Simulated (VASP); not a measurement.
# MnO2 (fluorite type) (Fm-3m) in VASP: notebook, part 2 of 3

VASP 6.6.1. Earlier steps stand in the parts before.

### 3 Single point, PBE

This run uses another cell than the first one, of 8.22 Å³/atom, 1.020 times its volume.

INCAR

```
  PREC = Accurate
  ENCUT = 520
  EDIFF = 1E-6
  ISMEAR = -1
  SIGMA = 0.06122561905347299
  LREAL = F
  LASPH = T
  NELM = 80
  ALGO = Normal
  ISIF = 2
  LWAVE = F
  LCHARG = F
  GGA = PE
  NBANDS = 20
```

KPOINTS

```
Automatic mesh
0
Gamma
  14 14 14
```

POSCAR

```
MnO2
1.0
    0.0000000000      2.3098963861      2.3098963861
    2.3098963861      0.0000000000      2.3098963861
    2.3098963861      2.3098963861      0.0000000000
Mn O
1 2
Direct
    0.0000000000      0.0000000000      0.0000000000
    0.2500000000      0.2500000000      0.2500000000
    0.7500000000      0.7500000000      0.7500000000
```

Potentials or basis: VASP PAW PBE potentials, release 64 (Mn_pv, O).

Command:

```sh
$ cat potpaw_PBE.64/Mn_pv/POTCAR potpaw_PBE.64/O/POTCAR > POTCAR
$ mpirun -np 1 vasp_std > vasp.out
```

OUTCAR:

```text
PREC = Accurate
   ENCUT = 520
   EDIFF = 1E-6
   ISMEAR = -1
   LREAL = F
   LASPH = T
   NELM = 80
   ISIF = 2
   GGA = PE

 ion  position               nearest neighbor table
   1  0.000  0.000  0.000-   3 2.00   3 2.00   3 2.00   2 2.00   3 2.00   2 2.00   2 2.00   2 2.00

   2  0.250  0.250  0.250-   1 2.00   1 2.00   1 2.00   1 2.00
   3  0.750  0.750  0.750-   1 2.00   1 2.00   1 2.00   1 2.00

  LATTYP: Found a face centered cubic cell.
 ALAT       =     4.6197927722

  Lattice vectors:

 A1 = (   0.0000000000,   2.3098963861,   2.3098963861)
 A2 = (   2.3098963861,   0.0000000000,   2.3098963861)
 A3 = (   2.3098963861,   2.3098963861,   0.0000000000)

Analysis of symmetry for initial positions (statically):
=====================================================================
 Subroutine PRICEL returns:
 Original cell was already a primitive cell.

 Routine SETGRP: Setting up the symmetry group for a
 face centered cubic supercell.

 Subroutine GETGRP returns: Found 48 space group operations
 (whereof 48 operations were pure point group operations)
 out of a pool of 48 trial point group operations.

The static configuration has the point symmetry O_h .

Analysis of symmetry for dynamics (positions and initial velocities):
=====================================================================
 Subroutine PRICEL returns:
 Original cell was already a primitive cell.

 Routine SETGRP: Setting up the symmetry group for a
 face centered cubic supercell.

 Subroutine GETGRP returns: Found 48 space group operations
 (whereof 48 operations were pure point group operations)
 out of a pool of 48 trial point group operations.

The dynamic configuration has the point symmetry O_h .

 Subroutine INISYM returns: Found 48 space group operations
 (whereof 48 operations are pure point group operations),
 and found     1 'primitive' translations

----------------------------------------------------------------------------------------

                                     Primitive cell

  volume of cell :      24.6495

  direct lattice vectors                    reciprocal lattice vectors
     0.000000000  2.309896386  2.309896386    -0.216459926  0.216459926  0.216459926
     2.309896386  0.000000000  2.309896386     0.216459926 -0.216459926  0.216459926
     2.309896386  2.309896386  0.000000000     0.216459926  0.216459926 -0.216459926

  length of vectors
     3.266686797  3.266686797  3.266686797     0.374919589  0.374919589  0.374919589

  position of ions in fractional coordinates (direct lattice)
     0.000000000  0.000000000  0.000000000
     0.250000000  0.250000000  0.250000000
     0.750000000  0.750000000  0.750000000

  ion indices of the primitive-cell ions
   primitive index   ion index
                 1           1
                 2           2
                 3           3

----------------------------------------------------------------------------------------

 KPOINTS: Automatic mesh

Automatic generation of k-mesh.
 Grid dimensions read from file:
 generate k-points for:   14   14   14

 Generating k-lattice:

  Cartesian coordinates                     Fractional coordinates (reciprocal lattice)
    -0.015461423  0.015461423  0.015461423     0.071428571  0.000000000  0.000000000
     0.015461423 -0.015461423  0.015461423     0.000000000  0.071428571  0.000000000
     0.015461423  0.015461423 -0.015461423     0.000000000  0.000000000  0.071428571

  Length of vectors
     0.026779971  0.026779971  0.026779971

  Shift w.r.t. Gamma in fractional coordinates (k-lattice)
     0.000000000  0.000000000  0.000000000

 Subroutine IBZKPT returns following result:
 ===========================================

 Found    104 irreducible k-points:

 Following reciprocal coordinates:
            Coordinates               Weight
  0.000000  0.000000  0.000000      1.000000
  0.071429  0.000000  0.000000      8.000000
  0.142857  0.000000  0.000000      8.000000
  0.214286  0.000000  0.000000      8.000000
  0.285714  0.000000  0.000000      8.000000
  0.357143  0.000000  0.000000      8.000000
[... 16 lines left out ...]
  0.214286  0.142857  0.000000     24.000000
  0.285714  0.142857  0.000000     24.000000
 [... further k-points ...]
   k-points           NKPTS =    104   k-points in BZ     NKDIM =    104   number of bands    NBANDS=     20
   number of dos      NEDOS =    301   number of ions     NIONS =      3
   total plane-waves  NPLWV =  13824
   dimension x,y,z NGX =    24 NGY =   24 NGZ =   24
   dimension x,y,z NGXF=    48 NGYF=   48 NGZF=   48
   ions per type =               1   2
   NGX,Y,Z   is equivalent  to a cutoff of  12.21, 12.21, 12.21 a.u.
   NGXF,Y,Z  is equivalent  to a cutoff of  24.43, 24.43, 24.43 a.u.
 SYSTEM =  unknown system
   PREC   = accura    normal or accurate (medium, high low for compatibility)
   ISTART =      0    job   : 0-new  1-cont  2-samecut
   ICHARG =      2    charge: 1-file 2-atom 10-const
   ISPIN  =      1    spin polarized calculation?
   LNONCOLLINEAR =      F non collinear calculations
   LSORBIT =      F    spin-orbit coupling
   LASPH  =      T    aspherical Exc in radial PAW
   ENCUT  =  520.0 eV  38.22 Ry    6.18 a.u.   6.07  6.07  6.07*2*pi/ulx,y,z
   NELM   =     80;   NELMIN=  2; NELMDL= -5     # of ELM steps
   EDIFF  = 0.1E-05   stopping-criterion for ELM
   LREAL  =      F    real-space projection
   EDIFFG = 0.1E-04   stopping-criterion for IOM
   NSW    =      0    number of steps for IOM
   IBRION =     -1    ionic relax: 0-MD 1-quasi-New 2-CG
   NFREE  =      0    steps in history (QN), initial steepest desc. (CG)
   ISIF   =      2    stress and relaxation
   ISYM   =      2    0-nonsym 1-usesym 2-fastsym
   POTIM  = 0.5000    time-step for ionic-motion
   TEBEG  =    0.0;   TEEND  =   0.0 temperature during run
   PSTRESS=    0.0 pullay stress
   NELECT =      25.0000    total number of electrons
   NUPDOWN=      -1.0000    fix difference up-down
   EMIN   =  10.00;   EMAX   =-10.00  energy-range for DOS
   EFERMI =   0.00;   METHOD = LEGACY
   ISMEAR =    -1;   SIGMA  =   0.06  broadening in eV -4-tet -1-fermi 0-gaus
   EFERMI_NEDOS =   21; number of points for ismear=-14 and -15
   IALGO  =     38    algorithm
   IMIX   =      4    mixing-type and parameters
     AMIX     =   0.40;   BMIX     =  1.00
     AMIX_MAG =   1.60;   BMIX_MAG =  1.00
  volume/ion in A,a.u.               =       8.22        55.45
  Fermi-wavevector in a.u.,A,eV,Ry     =   1.644822  3.108264 36.809754  2.705441
  Thomas-Fermi vector in A             =   2.734723
   LORBIT       =      0    0 simple, 1 ext, 2 COOP (PROOUT), +10 PAW based schemes
   GGA     = PE    functional components
   LHFCALC =     F    Hartree Fock is set to
   AEXX    =    0.0000 exact exchange contribution
   IVDW    =     0    specifies the selected vdW correction
   LEPSILON=     F    determine dielectric tensor
   LRPA    =     F    only Hartree local field effects (RPA)
 non-spin polarized calculation
  energy-cutoff  :      520.00
  volume of cell :       24.65
 maximum number of plane-waves:       675
   NGX = 13   NGY = 13   NGZ = 13

 number of electron      25.0000005 magnetization

 Free energy of the ion-electron system (eV)
  ---------------------------------------------------
  ext. energy  EPLUGINS =         0.00000000
  ---------------------------------------------------
  free energy    TOTEN  =       -22.12961554 eV

  energy without entropy =      -22.07005915  energy(sigma->0) =      -22.09983735

 E-fermi :   7.1108     XC(G=0): -12.8897

 val. band max:        7.1104370132   @ k =  -0.4286   0.2857   0.1429
 cond. band min:       7.1141154280   @ k =  -0.2857   0.3571   0.0714
 fundamental gap:      0.0036784147
 Fermi energy:         7.1108067650

 k-point     1 :       0.0000    0.0000    0.0000
  band No.  band energies     occupation
      1     -41.4476      2.00000
      2     -41.4476      2.00000
      3     -41.4476      2.00000
      4     -13.9615      2.00000
      5      -9.0817      2.00000
      6       0.3117      2.00000
[... 12 lines left out ...]
     19      20.7568      0.00000
     20      20.7568      0.00000

 k-point     2 :       0.0714    0.0000    0.0000
  band No.  band energies     occupation
      1     -41.4506      2.00000
      2     -41.4480      2.00000
      3     -41.4480      2.00000
      4     -13.8987      2.00000
      5      -9.1727      2.00000
      6       0.3575      2.00000
[... 498 lines left out ...]
 k-point    24 :       0.2857    0.1429    0.0000
  band No.  band energies     occupation
      1     -41.4774      2.00000
      2     -41.4555      2.00000
      3     -41.4553      2.00000
      4     -13.1190      2.00000
      5     -10.0772      2.00000
      6       0.6780      2.00000
[... 12 lines left out ...]
     19      23.1396      0.00000
     20      23.4238      0.00000

 [... further k-points ...]
[... 5 lines left out ...]
  --------------------------------------------------------------------------------------
  -------------------------------------------------------------------------------------
  Total        0.1514623      0.1514623      0.1514623      0.0000000      0.0000000     -0.0000000
  in kB        9.8448163      9.8448163      9.8448163      0.0000000      0.0000000     -0.0000000
  external PRESSURE =       9.8448163 kB  Pullay stress =       0.0000000 kB

 VOLUME and BASIS-vectors are now :
 -----------------------------------------------------------------------------
  energy-cutoff  :      520.00
  volume of cell :       24.65
      direct lattice vectors                 reciprocal lattice vectors
     0.000000000  2.309896386  2.309896386    -0.216459926  0.216459926  0.216459926
     2.309896386  0.000000000  2.309896386     0.216459926 -0.216459926  0.216459926
     2.309896386  2.309896386  0.000000000     0.216459926  0.216459926 -0.216459926

 POSITION                                       TOTAL-FORCE (eV/Angst)
 -----------------------------------------------------------------------------------
      0.00000      0.00000      0.00000        -0.000000      0.000000     -0.000000
      1.15495      1.15495      1.15495         0.000000      0.000000      0.000000
      3.46484      3.46484      3.46484        -0.000000     -0.000000     -0.000000
 -----------------------------------------------------------------------------------
    total drift:                               -0.000000      0.000000      0.000000

  FREE ENERGIE OF THE ION-ELECTRON SYSTEM (eV)
  ---------------------------------------------------
  free  energy   TOTEN  =       -22.1296155406 eV

  energy  without entropy=      -22.0700591500  energy(sigma->0) =      -22.09983735
```

stdout:

```text
POSCAR found type information on POSCAR MnO
 POSCAR found :  2 types and       3 ions
 scaLAPACK will be used
 LDA part: xc-table for (Slater+PW92), standard interpolation
 POSCAR, INCAR and KPOINTS ok, starting setup
 FFT: planning ... GRIDC
 FFT: planning ... GRID_SOFT
 FFT: planning ... GRID
 WAVECAR not read
 entering main loop
```

Run time: 25 s. Hardware: 1 thread of Intel Xeon Platinum 8559C (Emerald Rapids), shared host; peak memory 0.17 GiB.

What came out:

```yaml
Free_energy: -22.1296 eV
Pressure: 1.0 GPa
```

Levels at points of the mesh, in eV from the Fermi level:
```csv
k point,band 9,band 10,band 11,band 12,band 13,band 14,band 15,band 16,band 17,band 18
"(0.00, 0.00, 0.00)",-1.33,-1.33,-1.33,-0.81,-0.81,3.02,3.02,3.02,8.12,13.65
"(0.50, 0.00, 0.00)",-4.01,-3.38,-3.38,-0.57,-0.57,0.66,2.81,2.81,11.13,13.96
"(0.50, 0.50, 0.00)",-2.97,-2.97,-0.33,-0.21,-0.16,0.70,2.42,2.42,11.18,14.47
```

Caveat: an odd number of electrons without spin polarisation forces a metal; a magnetic or distorted state may lie lower; the run has no spin polarisation, though such a crystal can be magnetic; semilocal functionals often make such compounds metallic where correlation or magnetic order opens a gap, which also shifts bond lengths.

### 4 Single point, PBE

This run uses another cell than the first one, of 8.22 Å³/atom, 1.020 times its volume.

INCAR

```
SYSTEM = MnO2
ALGO     = Normal         ! electronic algorithm
EDIFF    = 1E-7           ! SCF threshold, eV
ENCUT    = 520            ! plane-wave cutoff, eV
GGA      = PE             ! functional
ISIF     = 2              ! what is computed and relaxed
ISMEAR   = -1             ! smearing method
LASPH    = .TRUE.         ! aspherical terms in the spheres
LCHARG   = .FALSE.        ! write CHGCAR
LREAL    = .FALSE.        ! projectors in reciprocal space
LWAVE    = .FALSE.        ! write WAVECAR
NBANDS   = 20             ! bands
NELM     = 80             ! most SCF steps
PREC     = Accurate       ! precision mode
SIGMA    = 0.06122561905347299 ! smearing width, eV
```

KPOINTS

```
k-points
0
G
  14 14 14
  0 0 0
```

POSCAR is that of step 3.

Potentials or basis: VASP PAW PBE potentials, release 64 (Mn_pv, O).

Command:

```sh
$ cat potpaw_PBE.64/Mn_pv/POTCAR potpaw_PBE.64/O/POTCAR > POTCAR
$ mpirun -np 1 vasp_std > vasp.out
```

OUTCAR:

```text
SYSTEM = MnO2
   EDIFF = 1E-7
   ENCUT = 520
   GGA = PE
   ISIF = 2
   ISMEAR = -1
   LASPH = .TRUE.
   LREAL = .FALSE.
   NELM = 80
   PREC = Accurate

 ion  position               nearest neighbor table
   1  0.000  0.000  0.000-   3 2.00   3 2.00   3 2.00   2 2.00   3 2.00   2 2.00   2 2.00   2 2.00

   2  0.250  0.250  0.250-   1 2.00   1 2.00   1 2.00   1 2.00
   3  0.750  0.750  0.750-   1 2.00   1 2.00   1 2.00   1 2.00

  LATTYP: Found a face centered cubic cell.
 ALAT       =     4.6197927722

  Lattice vectors:

 A1 = (   0.0000000000,   2.3098963861,   2.3098963861)
 A2 = (   2.3098963861,   0.0000000000,   2.3098963861)
 A3 = (   2.3098963861,   2.3098963861,   0.0000000000)

Analysis of symmetry for initial positions (statically):
=====================================================================
 Subroutine PRICEL returns:
 Original cell was already a primitive cell.

 Routine SETGRP: Setting up the symmetry group for a
 face centered cubic supercell.

 Subroutine GETGRP returns: Found 48 space group operations
[... 159 lines left out ...]
  ---------------------------------------------------
  ext. energy  EPLUGINS =         0.00000000
  ---------------------------------------------------
  free energy    TOTEN  =       -22.12961559 eV

  energy without entropy =      -22.07005874  energy(sigma->0) =      -22.09983717

 E-fermi :   7.1110     XC(G=0): -12.8897

 val. band max:        7.1106467444   @ k =  -0.4286   0.2857   0.1429
 cond. band min:       7.1143296493   @ k =  -0.2857   0.3571   0.0714
 fundamental gap:      0.0036829049
 Fermi energy:         7.1110136913

 k-point     1 :       0.0000    0.0000    0.0000
  band No.  band energies     occupation
      1     -41.4473      2.00000
      2     -41.4473      2.00000
      3     -41.4473      2.00000
      4     -13.9615      2.00000
      5      -9.0816      2.00000
      6       0.3118      2.00000
[... 541 lines left out ...]
     19      23.1396      0.00000
     20      23.4238      0.00000

 [... further k-points ...]
[... 5 lines left out ...]
  --------------------------------------------------------------------------------------
  -------------------------------------------------------------------------------------
  Total        0.1429078      0.1429078      0.1429078     -0.0000000     -0.0000000      0.0000000
  in kB        9.2887841      9.2887841      9.2887841     -0.0000000     -0.0000000      0.0000000
  external PRESSURE =       9.2887841 kB  Pullay stress =       0.0000000 kB

 VOLUME and BASIS-vectors are now :
 -----------------------------------------------------------------------------
  energy-cutoff  :      520.00
  volume of cell :       24.65
      direct lattice vectors                 reciprocal lattice vectors
     0.000000000  2.309896386  2.309896386    -0.216459926  0.216459926  0.216459926
     2.309896386  0.000000000  2.309896386     0.216459926 -0.216459926  0.216459926
     2.309896386  2.309896386  0.000000000     0.216459926  0.216459926 -0.216459926

 POSITION                                       TOTAL-FORCE (eV/Angst)
 -----------------------------------------------------------------------------------
      0.00000      0.00000      0.00000         0.000000      0.000000      0.000000
      1.15495      1.15495      1.15495        -0.000000      0.000000     -0.000000
      3.46484      3.46484      3.46484         0.000000     -0.000000     -0.000000
 -----------------------------------------------------------------------------------
    total drift:                               -0.000000      0.000000      0.000000

  FREE ENERGIE OF THE ION-ELECTRON SYSTEM (eV)
  ---------------------------------------------------
  free  energy   TOTEN  =       -22.1296155926 eV

  energy  without entropy=      -22.0700587386  energy(sigma->0) =      -22.09983717
```

stdout:

```text
POSCAR found type information on POSCAR MnO
 POSCAR found :  2 types and       3 ions
 scaLAPACK will be used
 LDA part: xc-table for (Slater+PW92), standard interpolation
 POSCAR, INCAR and KPOINTS ok, starting setup
 FFT: planning ... GRIDC
 FFT: planning ... GRID_SOFT
 FFT: planning ... GRID
 WAVECAR not read
 entering main loop
```

It took 28 s on 1 thread of Intel Xeon Platinum 8559C (Emerald Rapids), shared host; peak memory 0.17 GiB.

Results:

| Quantity | Value |
| --- | --- |
| Free energy | -22.1296 eV |
| Pressure | 0.9 GPa |

Caveat: an odd number of electrons without spin polarisation forces a metal; a magnetic or distorted state may lie lower; the run has no spin polarisation, though such a crystal can be magnetic; semilocal functionals often make such compounds metallic where correlation or magnetic order opens a gap, which also shifts bond lengths. With open d or f shells a metallic result of PBE can be an artefact of self-interaction; +U or a hybrid may open a gap.

(Continued in part 3 of 3.)
